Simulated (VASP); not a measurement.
Input of a VASP 6.6.1 run:

Contents of INCAR:

```
  ALGO = Normal
  EDIFF = 1E-7
  EDIFFG = -0.05
  ENCUT = 500
  GGA = PS
  GGA_COMPAT = False
  IBRION = 2
  ISIF = 3
  ISMEAR = 0
  LASPH = True
  LCHARG = False
  LREAL = False
  LWAVE = False
  NELM = 120
  NELMIN = 4
  NSW = 80
  PREC = Accurate
  SIGMA = 0.1
```

Contents of KPOINTS:

```
k-points
0
Gamma
  6 6 8
```

POSCAR

```
Ir
1.0
    4.2379744430      0.0000000000      0.0000000000
   -2.1189872215      3.6701935282      0.0000000000
    0.0000000000      0.0000000000      2.6371537197
Ir
3
Direct
    0.6666666667      0.3333333333      0.5000000000
    0.3333333333      0.6666666667      0.5000000000
    0.0000000000      0.0000000000      0.0000000000
```

Potentials or basis: VASP PAW PBE potentials, release 64 (Ir_sv_GW).

Run with:

```bash
$ cat potpaw_PBE.64/Ir_sv_GW/POTCAR > POTCAR
$ mpirun -np 1 vasp_std > vasp.out
```

(1) What does it give for the relaxed volume?

(2) What does it give for the relaxed cell?

(3) Estimate the space group after relaxing (to 0.05 Å).

Results:

(1) 14.33 Å³/atom.

(2) a = 4.320 Å, b = 4.320 Å, c = 2.660 Å, α = 90.00°, β = 90.00°, γ = 120.00°.

(3) P6/mmm (No. 191).

Caveat: the PAW data sets were made with another functional, which shifts forces and pressure a little.
